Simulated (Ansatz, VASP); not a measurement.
Ga3BAs4 in VASP and in Ansatz

```
B As Ga
1.0
     5.45026    0.00000    0.00000
     0.00000    5.45026    0.00000
     0.00000    0.00000    5.45026
B As Ga
1 4 3
Direct
  0.00000 0.00000 0.00000
  0.22906 0.22906 0.22906
  0.77094 0.77094 0.22906
  0.77094 0.22906 0.77094
  0.22906 0.77094 0.77094
  0.50000 0.50000 0.00000
  0.50000 0.00000 0.50000
  0.00000 0.50000 0.50000
```

Alike in both runs: task single point; functional r2SCAN; k mesh 4 × 4 × 4; no spin polarisation.

|  | VASP | Ansatz |
| --- | --- | --- |
| version | VASP 6.6.1 | Ansatz 0.2.0 |
| potentials or method | VASP PAW PBE potentials, release 64 (B, As, Ga_d) | plane waves, PAW |
| plane-wave cutoff (eV) | 520 | 500 |
| occupations | gaussian, width 0.01 eV | fixed |
| valence electrons in the cell | 62 | 102 |

|  | VASP | Ansatz | Ansatz less VASP |
| --- | --- | --- | --- |
| gap on the k mesh at the Fermi level (eV) | 0.80 | 0.80 | +0.001 |
| pressure (GPa) | 0.2 | 0.0 | -0.15 |

VASP's potentials were made for PBE, not for r2SCAN. VASP's potentials hold 62 valence electrons a cell and Ansatz's 102, so a difference there can come from the potentials and not from the codes.
